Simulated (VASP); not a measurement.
# Zn27Se26 (a cell with a defect) in VASP: single point with PBE

Aim: the single point of Zn27Se26 (a cell with a defect) with PBE.

All numbers are computed with VASP 6.6.1; they aren't measurements. Logs are shortened: lines on timing, memory, paths and dates and some standing lists are left out, and cuts for length are marked.

**1. The cell of the first run**

The cell holds a defect, 53 atoms: a = 12.023 Å, b = 12.023 Å, c = 12.023 Å, α = 60.00°, β = 60.00°, γ = 60.00°.

**2. Single point, PBE, collinear spin, zero start**

INCAR reads:

```
SYSTEM = Zn27Se26
  PREC = Accurate
  ENCUT = 520
  EDIFF = 1E-6
  ISMEAR = 0
  SIGMA = 0.05
  LREAL = Auto
  LASPH = .True.
  NELM = 150
  ALGO = Normal
  ISIF = 2
  LWAVE = .False.
  LCHARG = .False.
  ISPIN = 2
  MAGMOM = 0 0 0 0 0 0 0 0 0 0 0 0 0 0 0 0 0 0 0 0 0 0 0 0 0 0 0 0 0 0 0 0 0 0 0 0 0 0 0 0 0 0 0 0 0 0 0 0 0 0 0 0 0
  LORBIT = 11
  GGA = PE
  NBANDS = 276
```

KPOINTS reads:

```
Automatic mesh
0
Gamma
  1 1 1
  0 0 0
```

POSCAR reads:

```
Zn27Se26
1.0
    0.0000000000      8.5014000000      8.5014000000
    8.5014000000      0.0000000000      8.5014000000
    8.5014000000      8.5014000000      0.0000000000
Zn Se
27 26
Direct
    0.0093996097      0.0102107719      0.0101032732
    0.0080762994      0.0085906633      0.3077865068
    0.0011198279      0.0009389646      0.6659827279
    0.0099466060      0.3036535956      0.0096074029
    0.0003845064      0.3329234241      0.3327345026
    0.0005358151      0.3325422595      0.6671112215
    0.0011506663      0.6655222559      0.0011862921
    0.0004446992      0.6670139042      0.3326993341
    0.0010263079      0.6652345510      0.6660215167
    0.3079109241      0.0088413525      0.0081735107
    0.3328601160      0.0002929072      0.3329835673
    0.3324885806      0.0004511846      0.6671622935
    0.3326653177      0.3332462447      0.0004135314
    0.3331872775      0.3334664653      0.3332232527
    0.3327760144      0.3331980406      0.6669381752
    0.3326254721      0.6673787150      0.0003893649
    0.3328617234      0.6672375330      0.3329266286
    0.3329565021      0.6667670637      0.6668674268
    0.6660472987      0.0010112506      0.0010023971
    0.6668390158      0.0003895438      0.3329086915
    0.6657383063      0.0008992159      0.6658216593
    0.6670239022      0.3332426221      0.0005026349
    0.6670191980      0.3333154070      0.3325698337
    0.6667324247      0.3330316002      0.6668516858
    0.6659146009      0.6653923231      0.0011157796
    0.6668179310      0.6667552343      0.3330270627
    0.6668111806      0.6667433810      0.6667822663
    0.0824518075      0.0824507776      0.4122318409
    0.0823469085      0.0823681752      0.7567696542
    0.0823783006      0.4117001903      0.0823773996
    0.0830877795      0.4166601815      0.4166593870
    0.0824737599      0.4115965951      0.7565959168
    0.0823029414      0.7569056739      0.0824337057
    0.0824403197      0.7559000683      0.4123181461
    0.0834254178      0.7498123068      0.7500808924
    0.4123155668      0.0827098082      0.0825188603
    0.4164933170      0.0832645777      0.4167127584
    0.4122282794      0.0827290145      0.7556795025
    0.4165910143      0.4169777653      0.0831033510
    0.4166143931      0.4168946665      0.4165639099
    0.4164494605      0.4165143933      0.7501695942
    0.4121756080      0.7561980066      0.0825082123
    0.4165159109      0.7501354414      0.4165535286
    0.4165370247      0.7501913629      0.7501347712
    0.7564839245      0.0827156559      0.0825525743
    0.7556235233      0.0827480573      0.4122617546
    0.7500121998      0.0834482193      0.7499865117
    0.7566441207      0.4119247236      0.0824023281
    0.7501118787      0.4164762536      0.4165648759
    0.7501701492      0.4164961804      0.7501904419
    0.7500352806      0.7500117246      0.0834889602
    0.7501516884      0.7502057262      0.4164909548
    0.7499690360      0.7499176751      0.7500307948
```

Potentials or basis: VASP PAW PBE potentials, release 64 (Zn, Se).

Command:

```bash
$ cat potpaw_PBE.64/Zn/POTCAR potpaw_PBE.64/Se/POTCAR > POTCAR
$ mpirun -np 1 vasp_gam > vasp.out
```

OUTCAR:

```text
SYSTEM = Zn27Se26
   PREC = Accurate
   ENCUT = 520
   EDIFF = 1E-6
   ISMEAR = 0
   LREAL = Auto
   LASPH = .True.
   NELM = 150
   ISIF = 2
   ISPIN = 2
   LORBIT = 11
   GGA = PE

 ion  position               nearest neighbor table
   1  0.009  0.010  0.010-  45 2.49  33 2.50  29 2.50
   2  0.008  0.009  0.308-  46 2.49  28 2.49  34 2.49
   3  0.001  0.001  0.666-  47 2.47  35 2.47  29 2.49  28 2.49
   4  0.010  0.304  0.010-  32 2.50  30 2.50  48 2.50
   5  0.000  0.333  0.333-  49 2.46  31 2.46  30 2.46  28 2.46
   6  0.001  0.333  0.667-  29 2.46  50 2.46  31 2.46  32 2.46
   7  0.001  0.666  0.001-  35 2.47  51 2.47  33 2.49  30 2.49
   8  0.000  0.667  0.333-  52 2.46  31 2.46  33 2.46  34 2.46
   9  0.001  0.665  0.666-  35 2.46  53 2.46  32 2.49  34 2.49
  10  0.308  0.009  0.008-  38 2.49  36 2.49  42 2.49
  11  0.333  0.000  0.333-  43 2.46  37 2.46  28 2.46  36 2.46
  12  0.332  0.000  0.667-  29 2.46  44 2.46  37 2.46  38 2.46
  13  0.333  0.333  0.000-  41 2.46  39 2.46  30 2.46  36 2.46
  14  0.333  0.333  0.333-  31 2.46  39 2.46  40 2.46  37 2.46
  15  0.333  0.333  0.667-  41 2.46  40 2.46  32 2.46  38 2.46
  16  0.333  0.667  0.000-  44 2.46  39 2.46  33 2.46  42 2.46
[... 35 lines left out ...]
  52  0.750  0.750  0.416-  20 2.46  26 2.46  27 2.46   8 2.46
  53  0.750  0.750  0.750-  27 2.45  21 2.46   9 2.46  25 2.46

  LATTYP: Found a face centered cubic cell.
 ALAT       =    17.0028000000

  Lattice vectors:

 A1 = (   0.0000000000,   8.5014000000,   8.5014000000)
 A2 = (   8.5014000000,   0.0000000000,   8.5014000000)
 A3 = (   8.5014000000,   8.5014000000,   0.0000000000)

Analysis of symmetry for initial positions (statically):
=====================================================================
 Subroutine PRICEL returns:
 Original cell was already a primitive cell.

 Routine SETGRP: Setting up the symmetry group for a
 face centered cubic supercell.

 Subroutine GETGRP returns: Found  1 space group operations
 (whereof  1 operations were pure point group operations)
 out of a pool of 48 trial point group operations.

The static configuration has the point symmetry C_1 .

Analysis of symmetry for dynamics (positions and initial velocities):
=====================================================================
 Subroutine PRICEL returns:
 Original cell was already a primitive cell.

 Routine SETGRP: Setting up the symmetry group for a
 face centered cubic supercell.

 Subroutine GETGRP returns: Found  1 space group operations
 (whereof  1 operations were pure point group operations)
 out of a pool of 48 trial point group operations.
[... 238 lines left out ...]
  ext. energy  EPLUGINS =         0.00000000
  ---------------------------------------------------
  free energy    TOTEN  =      -149.79733846 eV

  energy without entropy =     -149.79733846  energy(sigma->0) =     -149.79733846

 E-fermi :   1.7475     XC(G=0):  -9.2111

 val. band max:        1.4818057522   @ k =   0.0000   0.0000   0.0000
 cond. band min:       3.1250454143   @ k =   0.0000   0.0000   0.0000
 fundamental gap:      1.6432396621
 Fermi energy:         1.7475095466

 spin component 1

 k-point     1 :       0.0000    0.0000    0.0000
  band No.  band energies     occupation
      1     -11.6258      1.00000
      2     -11.0982      1.00000
      3     -11.0961      1.00000
      4     -11.0942      1.00000
      5     -11.0770      1.00000
      6     -11.0755      1.00000
[... 244 lines left out ...]
    251       4.5013      0.00000
    252       4.8319      0.00000
 Fermi energy:         1.7475095466

 spin component 2

 k-point     1 :       0.0000    0.0000    0.0000
  band No.  band energies     occupation
      1     -11.6258      1.00000
      2     -11.0982      1.00000
      3     -11.0961      1.00000
      4     -11.0942      1.00000
      5     -11.0770      1.00000
      6     -11.0755      1.00000
[... 244 lines left out ...]
    251       4.5013      0.00000
    252       4.8319      0.00000
 [bands above 252 left out]

------------------------ aborting loop because EDIFF is reached ----------------------------------------

  FORCE on cell =-STRESS in cart. coord.  units (eV):
  Direction    XX          YY          ZZ          XY          YZ          ZX
  --------------------------------------------------------------------------------------
  -------------------------------------------------------------------------------------
  Total       19.0483884     19.0505165     19.0353310     -0.0002597      0.0162597     -0.1515585
  in kB       24.8351892     24.8379638     24.8181650     -0.0003386      0.0211993     -0.1976012
  external PRESSURE =      24.8304393 kB  Pullay stress =       0.0000000 kB

 VOLUME and BASIS-vectors are now :
 -----------------------------------------------------------------------------
  energy-cutoff  :      520.00
  volume of cell :     1228.86
      direct lattice vectors                 reciprocal lattice vectors
     0.000000000  8.501400000  8.501400000    -0.058813842  0.058813842  0.058813842
     8.501400000  0.000000000  8.501400000     0.058813842 -0.058813842  0.058813842
     8.501400000  8.501400000  0.000000000     0.058813842  0.058813842 -0.058813842

 POSITION                                       TOTAL-FORCE (eV/Angst)
 -----------------------------------------------------------------------------------
      0.17270      0.16580      0.16672         0.026163      0.031061      0.036356
      2.68965      2.68528      0.14169        -0.032265     -0.031101      0.030893
      5.66977      5.67131      0.01750        -0.003986     -0.004034     -0.036464
      2.66316      0.16624      2.66604        -0.028628      0.029027     -0.035915
      5.65902      2.83198      2.83358        -0.012560      0.011664      0.015998
      8.49845      5.67593      2.83163        -0.006640      0.006297      0.022192
[... 45 lines left out ...]
      9.91856      9.91810     12.75514        -0.000672      0.002032     -0.011011
     12.75166     12.75210     12.75114         0.019334      0.024924      0.011191
 -----------------------------------------------------------------------------------
    total drift:                                0.015742      0.012018     -0.008215

  FREE ENERGIE OF THE ION-ELECTRON SYSTEM (eV)
  ---------------------------------------------------
  free  energy   TOTEN  =      -149.7973384621 eV

  energy  without entropy=     -149.7973384621  energy(sigma->0) =     -149.79733846

 total charge

# of ion       s       p       d       tot
------------------------------------------
    1        0.535   0.338   9.772  10.645
    2        0.535   0.344   9.773  10.652
    3        0.520   0.426   9.786  10.731
    4        0.535   0.338   9.772  10.645
    5        0.512   0.451   9.790  10.753
    6        0.512   0.451   9.790  10.753
[... 45 lines left out ...]
   52        1.420   2.476   0.027   3.923
   53        1.422   2.470   0.027   3.919
--------------------------------------------------
tot         51.008  75.537 264.944 391.490

 magnetization (x)

# of ion       s       p       d       tot
------------------------------------------
    1        0.000   0.000   0.000   0.000
    2        0.000   0.000   0.000   0.000
    3        0.000   0.000   0.000   0.000
    4        0.000   0.000  -0.000   0.000
    5        0.000   0.000  -0.000   0.000
    6        0.000   0.000  -0.000   0.000
[... 45 lines left out ...]
   52        0.000   0.000  -0.000   0.000
   53        0.000   0.000   0.000   0.000
--------------------------------------------------
tot         -0.000  -0.000   0.000  -0.000
```

Wall time 34 min (1 thread of AMD EPYC 7R13 (Zen 3), shared host); peak memory 1.8 GiB.

What came out:

```yaml
Free_energy: -149.7973 eV
Pressure: 2.5 GPa
Largest_force: 0.055 eV/Å
Band_gap_on_the_k_mesh: 1.64 eV
Net_moment: 0.00 μB per cell
Valence_electrons_inside_the_program's_atomic_spheres: Zn 10.64, 10.65, 10.73, 10.75, 10.76 (each value once); Se 3.90, 3.92 (each value once)
```

Forces on the atoms (eV/Å):
```
Zn   0.026  0.031  0.036
Zn  -0.032 -0.031  0.031
Zn  -0.004 -0.004 -0.036
Zn  -0.029  0.029 -0.036
Zn  -0.013  0.012  0.016
Zn  -0.007  0.006  0.022
Zn  -0.001 -0.031 -0.001
Zn  -0.012  0.014  0.011
Zn   0.029  0.000 -0.002
Zn   0.030 -0.032 -0.030
Zn   0.013 -0.012  0.016
Zn   0.004 -0.010  0.020
Zn   0.012  0.015 -0.013
Zn  -0.001  0.001  0.000
Zn  -0.014 -0.015 -0.011
Zn   0.011  0.014 -0.016
Zn  -0.014 -0.011 -0.014
Zn  -0.020  0.018  0.019
Zn  -0.026  0.001  0.004
Zn   0.013 -0.016  0.016
Zn  -0.002  0.029  0.002
Zn   0.006  0.010 -0.023
Zn  -0.009 -0.009 -0.020
Zn   0.018 -0.019  0.018
Zn   0.002 -0.002  0.035
Zn   0.018  0.019 -0.019
Zn  -0.020 -0.019 -0.017
Se   0.031  0.031  0.022
Se  -0.021 -0.020  0.015
Se   0.027  0.023  0.024
Se   0.007 -0.014 -0.015
Se  -0.022 -0.031  0.028
Se  -0.026  0.020 -0.020
Se  -0.018  0.029 -0.027
Se   0.020 -0.011 -0.025
Se   0.018  0.029  0.029
Se  -0.003 -0.002 -0.018
Se  -0.031 -0.017  0.029
Se  -0.003 -0.015  0.012
Se   0.010 -0.003  0.014
Se  -0.001 -0.002  0.011
Se  -0.031  0.030 -0.021
Se   0.000  0.007 -0.001
Se  -0.006 -0.003  0.001
Se   0.022 -0.034 -0.031
Se   0.033 -0.018 -0.032
Se  -0.015  0.025 -0.011
Se   0.023 -0.020 -0.016
Se   0.007 -0.002 -0.002
Se  -0.001 -0.007  0.001
Se  -0.019 -0.011  0.022
Se  -0.001  0.002 -0.011
Se   0.019  0.025  0.011
```

Caveat: the k points lie up to 0.64 Å⁻¹ apart.
